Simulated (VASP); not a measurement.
Here is a VASP 6.6.1 calculation.

Contents of INCAR:

```
SYSTEM = Zn
PREC = Accurate ; ENCUT = 520
EDIFF = 1E-6 ; ISMEAR = 0
SIGMA = 0.1 ; LREAL = .False.
LASPH = .True. ; NELM = 80
ALGO = Normal ; ISIF = 2
LWAVE = .False. ; LCHARG = .True.
GGA = PE ; LELF = .True.
LVHAR = .True. ; NBANDS = 32
```

Contents of KPOINTS:

```
regular mesh
0
Gamma
  12 12 2
  0 0 0
```

Contents of POSCAR:

```
Zn
1.0
    2.4353814843      0.0000000000      0.0000000000
   -1.2176907422      2.1091022333      0.0000000000
    0.0000000000      0.0000000000      7.9564232174
Zn
4
Direct
    0.0000000000      0.0000000000      0.0000000000
    0.3333333333      0.6666666667      0.2500000000
    0.0000000000      0.0000000000      0.5000000000
    0.6666666667      0.3333333333      0.7500000000
```

Potentials or basis: VASP PAW PBE potentials, release 64 (Zn).

Command:

```bash
$ cat potpaw_PBE.64/Zn/POTCAR > POTCAR
$ mpirun -np 1 vasp_std > vasp.out
```

**Question.** Estimate the band gap on the k mesh.

**Answer.** Zero (band 24 reaches 8.73 eV, above the bottom of band 25 at 6.06 eV).

**Question.** Predict the pressure.

**Answer.** 76.5 GPa.

Stress tensor (GPa, compression positive):
```
75.34  0.00  0.00
 0.00 75.34  0.00
 0.00  0.00 78.85
```

Caveat: the k points lie up to 0.39 Å⁻¹ apart.
